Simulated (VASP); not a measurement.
# InSb (lda) (F-43m) in VASP: further runs

Runs on InSb (lda). Level: LDA. Tasks: single point.

Everything below comes from runs of VASP 6.6.1. Logs are shortened: lines on timing, memory, paths and dates and some standing lists are left out, and cuts for length are marked.

## (1) The cell of the first run

It takes space group F-43m (No. 216, cubic). Conventional cell: a = 6.633 Å, b = 6.633 Å, c = 6.633 Å, α = 90.00°, β = 90.00°, γ = 90.00°. In (site symmetry -43m) has 4 Sb at 2.87 Å within 3.8 Å. Sb (site symmetry -43m) has 4 In at 2.87 Å within 3.8 Å.

## (2) Single point, LDA

File INCAR:

```
SYSTEM = InSb
PREC     = Accurate       ! precision mode
ENCUT    = 520            ! plane-wave cutoff, eV
EDIFF    = 1E-6           ! SCF threshold, eV
ISMEAR   = 0              ! smearing method
SIGMA    = 0.1            ! smearing width, eV
LREAL    = .FALSE.        ! projectors in reciprocal space
LASPH    = .TRUE.         ! aspherical terms in the spheres
NELM     = 60             ! most SCF steps
ALGO     = Normal         ! electronic algorithm
ISIF     = 2              ! what is computed and relaxed
LWAVE    = .FALSE.        ! write WAVECAR
LCHARG   = .FALSE.        ! write CHGCAR
GGA      = CA             ! functional
NBANDS   = 16             ! bands
```

File KPOINTS:

```
regular mesh
0
G
  6 6 6
  0 0 0
```

File POSCAR:

```
InSb
1.0
    0.0000000000      3.3166107100      3.3166107100
    3.3166107100      0.0000000000      3.3166107100
    3.3166107100      3.3166107100      0.0000000000
In Sb
1 1
Direct
    0.0000000000      0.0000000000      0.0000000000
    0.7500000000      0.7500000000      0.7500000000
```

Potentials or basis: VASP PAW LDA potentials, release 64 (In_d, Sb).

Command:

```sh
> cat potpaw_LDA.64/In_d/POTCAR potpaw_LDA.64/Sb/POTCAR > POTCAR
> mpirun -np 1 vasp_std > vasp.out
```

OUTCAR:

```text
SYSTEM = InSb
   PREC = Accurate
   ENCUT = 520
   EDIFF = 1E-6
   ISMEAR = 0
   LREAL = .FALSE.
   LASPH = .TRUE.
   NELM = 60
   ISIF = 2
   GGA = CA

 ion  position               nearest neighbor table
   1  0.000  0.000  0.000-   2 2.87   2 2.87   2 2.87   2 2.87
   2  0.750  0.750  0.750-   1 2.87   1 2.87   1 2.87   1 2.87

  LATTYP: Found a face centered cubic cell.
 ALAT       =     6.6332214200

  Lattice vectors:

 A1 = (   0.0000000000,   3.3166107100,   3.3166107100)
 A2 = (   3.3166107100,   0.0000000000,   3.3166107100)
 A3 = (   3.3166107100,   3.3166107100,   0.0000000000)

Analysis of symmetry for initial positions (statically):
=====================================================================
 Subroutine PRICEL returns:
 Original cell was already a primitive cell.

 Routine SETGRP: Setting up the symmetry group for a
 face centered cubic supercell.

 Subroutine GETGRP returns: Found 24 space group operations
 (whereof 24 operations were pure point group operations)
 out of a pool of 48 trial point group operations.

The static configuration has the point symmetry T_d .

Analysis of symmetry for dynamics (positions and initial velocities):
=====================================================================
 Subroutine PRICEL returns:
 Original cell was already a primitive cell.

 Routine SETGRP: Setting up the symmetry group for a
 face centered cubic supercell.

 Subroutine GETGRP returns: Found 24 space group operations
 (whereof 24 operations were pure point group operations)
 out of a pool of 48 trial point group operations.

The dynamic configuration has the point symmetry T_d .

 Subroutine INISYM returns: Found 24 space group operations
 (whereof 24 operations are pure point group operations),
 and found     1 'primitive' translations

----------------------------------------------------------------------------------------

                                     Primitive cell

  volume of cell :      72.9648

  direct lattice vectors                    reciprocal lattice vectors
     0.000000000  3.316610710  3.316610710    -0.150756312  0.150756312  0.150756312
     3.316610710  0.000000000  3.316610710     0.150756312 -0.150756312  0.150756312
     3.316610710  3.316610710  0.000000000     0.150756312  0.150756312 -0.150756312

  length of vectors
     4.690395847  4.690395847  4.690395847     0.261117592  0.261117592  0.261117592

[... 70 lines left out ...]
   NELM   =     60;   NELMIN=  2; NELMDL= -5     # of ELM steps
   EDIFF  = 0.1E-05   stopping-criterion for ELM
   LREAL  =      F    real-space projection
   EDIFFG = 0.1E-04   stopping-criterion for IOM
   NSW    =      0    number of steps for IOM
   IBRION =     -1    ionic relax: 0-MD 1-quasi-New 2-CG
   NFREE  =      0    steps in history (QN), initial steepest desc. (CG)
   ISIF   =      2    stress and relaxation
   ISYM   =      2    0-nonsym 1-usesym 2-fastsym
   POTIM  = 0.5000    time-step for ionic-motion
   TEBEG  =    0.0;   TEEND  =   0.0 temperature during run
   PSTRESS=    0.0 pullay stress
   NELECT =      18.0000    total number of electrons
   NUPDOWN=      -1.0000    fix difference up-down
   EMIN   =  10.00;   EMAX   =-10.00  energy-range for DOS
   EFERMI =   0.00;   METHOD = LEGACY
   ISMEAR =     0;   SIGMA  =   0.10  broadening in eV -4-tet -1-fermi 0-gaus
   EFERMI_NEDOS =   21; number of points for ismear=-14 and -15
   IALGO  =     38    algorithm
   IMIX   =      4    mixing-type and parameters
     AMIX     =   0.40;   BMIX     =  1.00
     AMIX_MAG =   1.60;   BMIX_MAG =  1.00
  volume/ion in A,a.u.               =      36.48       246.20
  Fermi-wavevector in a.u.,A,eV,Ry     =   1.026742  1.940260 14.343239  1.054198
  Thomas-Fermi vector in A             =   2.160650
   LORBIT       =      0    0 simple, 1 ext, 2 COOP (PROOUT), +10 PAW based schemes
   GGA     = CA    functional components
   LHFCALC =     F    Hartree Fock is set to
   AEXX    =    0.0000 exact exchange contribution
   IVDW    =     0    specifies the selected vdW correction
   LEPSILON=     F    determine dielectric tensor
   LRPA    =     F    only Hartree local field effects (RPA)
 non-spin polarized calculation
 Gauss-broadening in eV      SIGMA  =   0.10
  energy-cutoff  :      520.00
  volume of cell :       72.96
 maximum number of plane-waves:      1989
   NGX = 17   NGY = 17   NGZ = 17

 number of electron      18.0000008 magnetization

 Free energy of the ion-electron system (eV)
  ---------------------------------------------------
  ext. energy  EPLUGINS =         0.00000000
  ---------------------------------------------------
  free energy    TOTEN  =        -8.13449585 eV

  energy without entropy =       -8.13378072  energy(sigma->0) =       -8.13413828

 E-fermi :   4.2048     XC(G=0):  -8.6996

 val. band max:        4.1743502347   @ k =   0.0000   0.0000   0.0000
 cond. band min:       4.4727532670   @ k =   0.5000   0.0000   0.0000
 fundamental gap:      0.2984030323
 Fermi energy:         4.2047891597

 k-point     1 :       0.0000    0.0000    0.0000
  band No.  band energies     occupation
      1     -10.2535      2.00000
      2     -10.2535      2.00000
      3     -10.2535      2.00000
      4     -10.1848      2.00000
      5     -10.1848      2.00000
      6      -6.1734      2.00000
[... 281 lines left out ...]
      3     -10.2207      2.00000
      4     -10.1942      2.00000
      5     -10.1809      2.00000
      6      -4.4284      2.00000
[... 8 lines left out ...]
     15      13.4773      0.00000
     16      14.2686      0.00000

------------------------ aborting loop because EDIFF is reached ----------------------------------------

  FORCE on cell =-STRESS in cart. coord.  units (eV):
  Direction    XX          YY          ZZ          XY          YZ          ZX
  --------------------------------------------------------------------------------------
  -------------------------------------------------------------------------------------
  Total       -1.4118663     -1.4118663     -1.4118663      0.0000000      0.0000000      0.0000000
  in kB      -31.0020688    -31.0020688    -31.0020688      0.0000000      0.0000000      0.0000000
  external PRESSURE =     -31.0020688 kB  Pullay stress =       0.0000000 kB

 VOLUME and BASIS-vectors are now :
 -----------------------------------------------------------------------------
  energy-cutoff  :      520.00
  volume of cell :       72.96
      direct lattice vectors                 reciprocal lattice vectors
     0.000000000  3.316610710  3.316610710    -0.150756312  0.150756312  0.150756312
     3.316610710  0.000000000  3.316610710     0.150756312 -0.150756312  0.150756312
     3.316610710  3.316610710  0.000000000     0.150756312  0.150756312 -0.150756312

 POSITION                                       TOTAL-FORCE (eV/Angst)
 -----------------------------------------------------------------------------------
      0.00000      0.00000      0.00000         0.000000      0.000000      0.000000
      4.97492      4.97492      4.97492        -0.000000     -0.000000     -0.000000
 -----------------------------------------------------------------------------------
    total drift:                                0.000000      0.000000      0.000000

  FREE ENERGIE OF THE ION-ELECTRON SYSTEM (eV)
  ---------------------------------------------------
  free  energy   TOTEN  =        -8.1344958472 eV

  energy  without entropy=       -8.1337807192  energy(sigma->0) =       -8.13413828
```

OSZICAR:

```text
N       E                     dE             d eps       ncg     rms          rms(c)
DAV:   1     0.115250981654E+03    0.11525E+03   -0.77233E+03   512   0.108E+03
DAV:   2    -0.109520576250E+00   -0.11536E+03   -0.11188E+03   592   0.288E+02
DAV:   3    -0.801338773543E+01   -0.79039E+01   -0.78788E+01   632   0.760E+01
DAV:   4    -0.826810246385E+01   -0.25471E+00   -0.25466E+00   664   0.154E+01
DAV:   5    -0.827886169465E+01   -0.10759E-01   -0.10759E-01   760   0.251E+00    0.385E+00
DAV:   6    -0.816252653042E+01    0.11634E+00   -0.14916E-01   744   0.570E+00    0.218E+00
DAV:   7    -0.813617776616E+01    0.26349E-01   -0.56717E-02   728   0.207E+00    0.510E-01
DAV:   8    -0.813439632295E+01    0.17814E-02   -0.61161E-03   680   0.869E-01    0.244E-01
DAV:   9    -0.813449647799E+01   -0.10016E-03   -0.55428E-04   632   0.199E-01    0.748E-02
DAV:  10    -0.813449184896E+01    0.46290E-05   -0.31930E-05   664   0.371E-02    0.303E-02
DAV:  11    -0.813449603506E+01   -0.41861E-05   -0.68092E-06   608   0.302E-02    0.187E-02
DAV:  12    -0.813449584719E+01    0.18787E-06   -0.47928E-07   496   0.450E-03
   1 F= -.81344958E+01 E0= -.81341383E+01  d E =-.715128E-03
```

stdout:

```text
POSCAR found type information on POSCAR InSb
 POSCAR found :  2 types and       2 ions
 scaLAPACK will be used
 LDA part: xc-table for (Slater(with rela. corr.)+CA(PZ))
 , standard interpolation
 POSCAR, INCAR and KPOINTS ok, starting setup
 FFT: planning ... GRIDC
 FFT: planning ... GRID_SOFT
 FFT: planning ... GRID
 WAVECAR not read
 entering main loop
```

Run time: 12 s. Hardware: 1 thread of Intel Xeon Platinum 8259CL at 2.50GHz (Skylake/Cascade Lake), shared host; peak memory 0.18 GiB.

Results:

- Free energy: -8.1345 eV
- Pressure: -3.1 GPa
- Band gap on the k mesh: zero (filled and empty bands touch)

Caveat: spin-orbit coupling is left out, which moves the levels of the heavy elements.

(Continued in part 2 of 2.)
